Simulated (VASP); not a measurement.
Runs of VASP 6.6.1 on Eu. The structure is that of space group Fm-3m (No. 225), or close to it. The cells are those of the table. 

```tsv
cell	gap on the mesh (eV)	pressure (GPa)	moment (μB)
a = 3.837 Å, angles 60.0°, 1 atom	none	0.5	(a)
a = 4.047 Å, angles 60.0°, 1 atom	none	-1.5	(c)
a = 3.945 Å, angles 60.0°, 1 atom	none	-0.7	7.86
a = 3.997 Å, angles 60.0°, 1 atom	none	-1.1	7.89
a = 4.097 Å, angles 60.0°, 1 atom	none	-1.8	7.93
a = 3.891 Å, angles 60.0°, 1 atom	none	-0.1	7.82
a = 3.780 Å, angles 60.0°, 1 atom	none	1.3	(b)
```

Alike in all rows: task single point; level r2SCAN; potentials or basis VASP PAW PBE potentials, release 64 (Eu); spin collinear, ferromagnetic start; k mesh 7 × 7 × 7; cutoff (eV) 520; smearing fermi-dirac 0.1 eV.

Question: Estimate the missing entries.

Answer: (a) 7.79; (b) 7.77; (c) 7.92.

Caveats: the PAW data sets were made with another functional, which shifts forces and pressure a little; spin-orbit coupling is left out, which moves the levels of the heavy elements.

A k mesh can miss the band edges, and the runs leave out spin-orbit coupling on Eu.

A gap of «none» marks levels without a gap at the run's occupations.
